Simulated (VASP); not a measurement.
Here is a VASP 6.6.1 calculation.

Contents of INCAR:

```
SYSTEM = Rh
  PREC = Accurate
  ENCUT = 520
  EDIFF = 1E-6
  ISMEAR = 0
  SIGMA = 0.15
  LREAL = .FALSE.
  LASPH = .TRUE.
  NELM = 100
  ALGO = Fast
  ISIF = 2
  LWAVE = .FALSE.
  LCHARG = .TRUE.
  LELF = .TRUE.
  LVHAR = .TRUE.
  NBANDS = 38
```

KPOINTS

```
Automatic mesh
0
G
  18 18 6
  0 0 0
```

The input POSCAR:

```
Rh
1.0
    2.6307000000      0.0000000000      0.0000000000
   -1.3153500000      2.2782530297      0.0000000000
    0.0000000000      0.0000000000      7.9735000000
Rh
4
Direct
    0.0000000000      0.0000000000      0.0000000000
    0.3333333333      0.6666666667      0.2500000000
    0.0000000000      0.0000000000      0.5000000000
    0.6666666667      0.3333333333      0.7500000000
```

Potentials or basis: VASP PAW LDA potentials, release 64 (Rh_pv).

Run with:

```sh
$ cat potpaw_LDA.64/Rh_pv/POTCAR > POTCAR
$ mpirun -np 1 vasp_std > vasp.out
```

(1) Predict the pressure.

(2) What does it give for the band gap on the k mesh?

## Answers

(1) 46.5 GPa.

(2) zero (bands 30 and 31 overlap by 2.32 eV).

Caveat: the stress differs along the axes, from 33 to 74 GPa.
